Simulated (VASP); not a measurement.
# ZnSe (F-43m) in VASP: further runs

ZnSe is run at these levels: PBEsol; tasks: single point.

Everything below comes from runs of VASP 6.6.1. Logs are shortened: lines on timing, memory, paths and dates and some standing lists are left out, and cuts for length are marked.

## (1) The cell of the first run

It takes space group F-43m (No. 216, cubic). The conventional cell has a = 5.533 Å, b = 5.533 Å, c = 5.533 Å, α = 90.00°, β = 90.00°, γ = 90.00°. Zn (site symmetry -43m) has 4 Se at 2.40 Å within 3.2 Å. Se (site symmetry -43m) has 4 Zn at 2.40 Å within 3.2 Å.

## (2) Single point, PBEsol, non-collinear spin, zero start, spin-orbit coupling

The input, INCAR:

```
PREC = Accurate
ENCUT = 520
EDIFF = 1E-6
ISMEAR = 0
SIGMA = 0.01
LREAL = F
LASPH = T
NELM = 150
ALGO = Normal
ISIF = 2
LWAVE = F
LCHARG = T
MAGMOM = 0 0 0 0 0 0
LORBIT = 11
LSORBIT = T
GGA_COMPAT = F
LORBMOM = T
GGA = PS
LVHAR = T
NBANDS = 30
```

The input, KPOINTS:

```
Automatic mesh
0
Gamma
  8 8 8
```

The input, POSCAR:

```
ZnSe
1.0
    2.7662892562      2.7662892562      0.0000000000
   -2.7662892562      2.7662892562      0.0000000000
    0.0000000000      2.7662892562      2.7662892562
Zn Se
1 1
Direct
    0.0000000000      0.0000000000      0.0000000000
    0.7500000000      0.2500000000      0.5000000000
```

Potentials or basis: VASP PAW PBE potentials, release 64 (Zn, Se).

Started as:

```console
$ cat potpaw_PBE.64/Zn/POTCAR potpaw_PBE.64/Se/POTCAR > POTCAR
$ mpirun -np 1 vasp_ncl > vasp.out
```

OUTCAR:

```text
PREC = Accurate
   ENCUT = 520
   EDIFF = 1E-6
   ISMEAR = 0
   LREAL = F
   LASPH = T
   NELM = 150
   ISIF = 2
   LORBIT = 11
   LSORBIT = T
   GGA = PS

 ion  position               nearest neighbor table
   1  0.000  0.000  0.000-   2 2.40   2 2.40   2 2.40   2 2.40
   2  0.750  0.250  0.500-   1 2.40   1 2.40   1 2.40   1 2.40

  LATTYP: Found a face centered cubic cell.
 ALAT       =     5.5325785124

  Lattice vectors:

 A1 = (   0.0000000000,   2.7662892562,   2.7662892562)
 A2 = (   2.7662892562,   0.0000000000,   2.7662892562)
 A3 = (   2.7662892562,   2.7662892562,   0.0000000000)

Analysis of symmetry for initial positions (statically):
=====================================================================
 Subroutine PRICEL returns:
 Original cell was already a primitive cell.

 Routine SETGRP: Setting up the symmetry group for a
 face centered cubic supercell.

 Subroutine GETGRP returns: Found 24 space group operations
 (whereof 24 operations were pure point group operations)
 out of a pool of 48 trial point group operations.

The static configuration has the point symmetry T_d .

Analysis of symmetry for dynamics (positions and initial velocities):
=====================================================================
 Subroutine PRICEL returns:
 Original cell was already a primitive cell.

 Routine SETGRP: Setting up the symmetry group for a
 face centered cubic supercell.

 Subroutine GETGRP returns: Found 24 space group operations
 (whereof 24 operations were pure point group operations)
 out of a pool of 48 trial point group operations.

The dynamic configuration has the point symmetry T_d .

Analysis of structural, dynamic, and magnetic symmetry:
=====================================================================
 Subroutine PRICEL returns:
 Original cell was already a primitive cell.

 Routine SETGRP: Setting up the symmetry group for a
 face centered cubic supercell.

 Subroutine GETGRP returns: Found 24 space group operations
 (whereof 24 operations were pure point group operations)
 out of a pool of 48 trial point group operations.

The overall configuration has the point symmetry T_d .

 Subroutine INISYM returns: Found 24 space group operations
 (whereof 24 operations are pure point group operations),
 and found     1 'primitive' translations

----------------------------------------------------------------------------------------

                                     Primitive cell

  volume of cell :      42.3373

  direct lattice vectors                    reciprocal lattice vectors
     2.766289256  2.766289256  0.000000000     0.180747548  0.180747548 -0.180747548
    -2.766289256  2.766289256  0.000000000    -0.180747548  0.180747548 -0.180747548
     0.000000000  2.766289256  2.766289256     0.000000000  0.000000000  0.361495096

  length of vectors
     3.912123784  3.912123784  3.912123784     0.313063936  0.313063936  0.361495096

  position of ions in fractional coordinates (direct lattice)
     0.000000000  0.000000000  0.000000000
     0.750000000  0.250000000  0.500000000

  ion indices of the primitive-cell ions
   primitive index   ion index
                 1           1
                 2           2

----------------------------------------------------------------------------------------

 KPOINTS: Automatic mesh

Automatic generation of k-mesh.
 Grid dimensions read from file:
 generate k-points for:    8    8    8

 Generating k-lattice:

  Cartesian coordinates                     Fractional coordinates (reciprocal lattice)
     0.022593443  0.022593443 -0.022593443     0.125000000  0.000000000  0.000000000
[... 95 lines left out ...]
   NGX = 15   NGY = 15   NGZ = 15

 number of electron      17.9999989 magnetization       0.0000000      0.0000000      0.0000000

 number of electron      17.9999989 magnetization       0.0000000     -0.0000000      0.0000000

 number of electron      17.9999989 magnetization      -0.0000000      0.0000000     -0.0000000

 Free energy of the ion-electron system (eV)
  ---------------------------------------------------
  ext. energy  EPLUGINS =         0.00000000
  ---------------------------------------------------
  free energy    TOTEN  =        -6.76325702 eV

  energy without entropy =       -6.76325702  energy(sigma->0) =       -6.76325702

 E-fermi :   2.3384     XC(G=0):  -9.8593

 val. band max:        2.2632349945   @ k =   0.0000   0.0000   0.0000
 cond. band min:       3.6017544572   @ k =   0.0000   0.0000   0.0000
 fundamental gap:      1.3385194627
 Fermi energy:         2.3383960185

 k-point     1 :       0.0000    0.0000    0.0000
  band No.  band energies     occupation
      1     -11.6437      1.00000
      2     -11.6437      1.00000
      3      -4.8198      1.00000
      4      -4.8198      1.00000
      5      -4.8198      1.00000
      6      -4.8198      1.00000
[... 781 lines left out ...]
     29      15.6567      0.00000
     30      15.6588      0.00000

 [... further k-points ...]

------------------------ aborting loop because EDIFF is reached ----------------------------------------

  FORCE on cell =-STRESS in cart. coord.  units (eV):
  Direction    XX          YY          ZZ          XY          YZ          ZX
  --------------------------------------------------------------------------------------
  -------------------------------------------------------------------------------------
  Total        1.1494176      1.1494176      1.1494176      0.0000000      0.0000000      0.0000000
  in kB       43.4976381     43.4976381     43.4976381      0.0000000      0.0000000      0.0000000
  external PRESSURE =      43.4976381 kB  Pullay stress =       0.0000000 kB

 VOLUME and BASIS-vectors are now :
 -----------------------------------------------------------------------------
  energy-cutoff  :      520.00
  volume of cell :       42.34
      direct lattice vectors                 reciprocal lattice vectors
     2.766289256  2.766289256  0.000000000     0.180747548  0.180747548 -0.180747548
    -2.766289256  2.766289256  0.000000000    -0.180747548  0.180747548 -0.180747548
     0.000000000  2.766289256  2.766289256     0.000000000  0.000000000  0.361495096

 POSITION                                       TOTAL-FORCE (eV/Angst)
 -----------------------------------------------------------------------------------
      0.00000      0.00000      0.00000         0.000000     -0.000000      0.000000
      1.38314      4.14943      1.38314         0.000000      0.000000      0.000000
 -----------------------------------------------------------------------------------
    total drift:                               -0.000001      0.000000      0.000000

  FREE ENERGIE OF THE ION-ELECTRON SYSTEM (eV)
  ---------------------------------------------------
  free  energy   TOTEN  =        -6.7632570235 eV

  energy  without entropy=       -6.7632570235  energy(sigma->0) =       -6.76325702

 orbital moment (x)

 # of ion     p       d       tot
 ----------------------------------------
  1         0.000  -0.000  -0.000
  2        -0.000  -0.000  -0.000
 ----------------------------------------
            0.000  -0.000  -0.000

 orbital moment (y)

 # of ion     p       d       tot
 ----------------------------------------
  1         0.000   0.000   0.000
  2        -0.000  -0.000  -0.000
 ----------------------------------------
           -0.000   0.000   0.000

 orbital moment (z)

 # of ion     p       d       tot
 ----------------------------------------
  1         0.000  -0.000  -0.000
  2         0.000   0.000   0.000
 ----------------------------------------
            0.000  -0.000  -0.000

 Spin-Orbit-Coupling matrix elements

 Ion:    1  E_soc:     -0.0090655
 l=   1
     0.0000000    -0.0005304    -0.0005304
    -0.0005304     0.0000000    -0.0005304
    -0.0005304    -0.0005304     0.0000000
 l=   2
     0.0000000    -0.0001990     0.0000000    -0.0001990    -0.0007816
    -0.0001990     0.0000000    -0.0005862    -0.0001990    -0.0001954
     0.0000000    -0.0005862     0.0000000    -0.0005862     0.0000000
    -0.0001990    -0.0001990    -0.0005862     0.0000000    -0.0001954
    -0.0007816    -0.0001954     0.0000000    -0.0001954     0.0000000
 l=   3
     0.0000000     0.0000000     0.0000000     0.0000000     0.0000000     0.0000000     0.0000000
     0.0000000     0.0000000     0.0000000     0.0000000     0.0000000     0.0000000     0.0000000
     0.0000000     0.0000000     0.0000000     0.0000000     0.0000000     0.0000000     0.0000000
     0.0000000     0.0000000     0.0000000     0.0000000     0.0000000     0.0000000     0.0000000
     0.0000000     0.0000000     0.0000000     0.0000000     0.0000000     0.0000000     0.0000000
     0.0000000     0.0000000     0.0000000     0.0000000     0.0000000     0.0000000     0.0000000
     0.0000000     0.0000000     0.0000000     0.0000000     0.0000000     0.0000000     0.0000000

 Ion:    2  E_soc:     -0.0363318
 l=   1
     0.0000000    -0.0060458    -0.0060458
    -0.0060458     0.0000000    -0.0060458
    -0.0060458    -0.0060458     0.0000000
 l=   2
     0.0000000    -0.0000044     0.0000000    -0.0000044    -0.0000051
    -0.0000044     0.0000000    -0.0000038    -0.0000044    -0.0000013
     0.0000000    -0.0000038     0.0000000    -0.0000038     0.0000000
    -0.0000044    -0.0000044    -0.0000038     0.0000000    -0.0000013
    -0.0000051    -0.0000013     0.0000000    -0.0000013     0.0000000
 l=   3
     0.0000000     0.0000000     0.0000000     0.0000000     0.0000000     0.0000000     0.0000000
     0.0000000     0.0000000     0.0000000     0.0000000     0.0000000     0.0000000     0.0000000
     0.0000000     0.0000000     0.0000000     0.0000000     0.0000000     0.0000000     0.0000000
     0.0000000     0.0000000     0.0000000     0.0000000     0.0000000     0.0000000     0.0000000
     0.0000000     0.0000000     0.0000000     0.0000000     0.0000000     0.0000000     0.0000000
     0.0000000     0.0000000     0.0000000     0.0000000     0.0000000     0.0000000     0.0000000
     0.0000000     0.0000000     0.0000000     0.0000000     0.0000000     0.0000000     0.0000000

 total charge

# of ion       s       p       d       tot
------------------------------------------
    1        0.556   0.511   9.791  10.859
    2        1.435   2.454   0.038   3.927
--------------------------------------------------
tot          1.991   2.965   9.829  14.786

 magnetization (x)

# of ion       s       p       d       tot
------------------------------------------
    1        0.000   0.000  -0.000  -0.000
    2       -0.000  -0.000  -0.000  -0.000
--------------------------------------------------
tot         -0.000  -0.000  -0.000  -0.000

 magnetization (y)

# of ion       s       p       d       tot
------------------------------------------
    1       -0.000  -0.000   0.000  -0.000
    2       -0.000   0.000   0.000   0.000
--------------------------------------------------
tot         -0.000  -0.000   0.000  -0.000

 magnetization (z)

# of ion       s       p       d       tot
------------------------------------------
    1       -0.000   0.000   0.000  -0.000
    2       -0.000   0.000   0.000   0.000
--------------------------------------------------
tot         -0.000   0.000   0.000  -0.000
```

Run time: 1.8 min. Hardware: 1 thread of Intel Xeon 6975P-C (Granite Rapids), shared host; peak memory 0.32 GiB.

Results:

* Free energy: -6.7633 eV
* Pressure: 4.3 GPa
* Net moment: 0.00 μB per cell
* Valence electrons inside the program's atomic spheres: Zn 10.86; Se 3.93

Moments on the atoms (μB; x, y, z):
```
Zn  0.00 0.00 0.00
Se  0.00 0.00 0.00
```

Caveat: the cell stands under pressure; the PAW data sets were made with another functional, which shifts forces and pressure a little.

## (3) Single point, PBEsol, non-collinear spin, zero start, spin-orbit coupling

This run uses another cell than the first one, of 21.71 Å³/atom.

The input, INCAR:

```
SYSTEM = ZnSe
PREC = Accurate ; ENCUT = 520
EDIFF = 1E-6 ; ISMEAR = 0
SIGMA = 0.01 ; LREAL = .FALSE.
LASPH = .TRUE. ; NELM = 150
ALGO = Normal ; ISIF = 2
LWAVE = .FALSE. ; LCHARG = .FALSE.
MAGMOM = 0 0 0 0 0 0 ; LORBIT = 11
LSORBIT = .TRUE. ; GGA_COMPAT = .FALSE.
LORBMOM = .TRUE. ; GGA = PS
NBANDS = 30
```

The input, KPOINTS:

```
regular mesh
0
G
  8 8 8
  0 0 0
```

The input, POSCAR:

```
ZnSe
1.0
    2.7896088731      2.7896088731      0.0000000000
   -2.7896088731      2.7896088731      0.0000000000
    0.0000000000      2.7896088731      2.7896088731
Zn Se
1 1
Direct
    0.0000000000      0.0000000000      0.0000000000
    0.7500000000      0.2500000000      0.5000000000
```

Potentials or basis: VASP PAW PBE potentials, release 64 (Zn, Se).

Started as:

```console
$ cat potpaw_PBE.64/Zn/POTCAR potpaw_PBE.64/Se/POTCAR > POTCAR
$ mpirun -np 1 vasp_ncl > vasp.out
```

Run time: 1.7 min. Hardware: 1 thread of Intel Xeon 6975P-C (Granite Rapids), shared host; peak memory 0.31 GiB.

The run converged. Its results:

| Quantity | Value |
| --- | --- |
| Free energy | -6.7856 eV |
| Pressure | 2.4 GPa |
| Net moment | 0.00 μB per cell |
| Valence electrons inside the program's atomic spheres | Zn 10.83; Se 3.91 |

Moments on the atoms (μB; x, y, z):
```
Zn  0.00 0.00 0.00
Se  0.00 0.00 0.00
```

Caveat: the PAW data sets were made with another functional, which shifts forces and pressure a little.

## (4) Single point, PBEsol, non-collinear spin, zero start, spin-orbit coupling

This run uses another cell than the first one, of 22.34 Å³/atom.

The input, INCAR:

```
PREC = Accurate
ENCUT = 520
EDIFF = 1E-7
ISMEAR = 0
SIGMA = 0.01
LREAL = F
LASPH = T
NELM = 150
ALGO = Normal
ISIF = 2
LWAVE = F
LCHARG = T
MAGMOM = 0 0 0 0 0 0
LORBIT = 11
LSORBIT = T
GGA_COMPAT = F
LORBMOM = T
GGA = PS
LVHAR = T
NBANDS = 30
```

The input, KPOINTS:

```
Automatic mesh
0
Gamma
  8 8 8
```

The input, POSCAR:

```
ZnSe
1.0
    2.8165925223      2.8165925223      0.0000000000
   -2.8165925223      2.8165925223      0.0000000000
    0.0000000000      2.8165925223      2.8165925223
Zn Se
1 1
Direct
    0.0000000000      0.0000000000      0.0000000000
    0.7500000000      0.2500000000      0.5000000000
```

Started as:

```console
$ cat potpaw_PBE.64/Zn/POTCAR potpaw_PBE.64/Se/POTCAR > POTCAR
$ mpirun -np 1 vasp_ncl > vasp.out
```

It took 2.2 min on 1 thread of Intel Xeon 6975P-C (Granite Rapids), shared host; peak memory 0.32 GiB.

The run converged. Its results:

```
Free energy                                           : -6.7959 eV
Pressure                                              : 0.3 GPa
Net moment                                            : 0.00 μB per cell
Valence electrons inside the program's atomic spheres : Zn 10.79; Se 3.89
```

Moments on the atoms (μB; x, y, z):
```
Zn  0.00 0.00 0.00
Se  0.00 0.00 0.00
```

Caveat: the PAW data sets were made with another functional, which shifts forces and pressure a little.

[end of part 1 of 2]
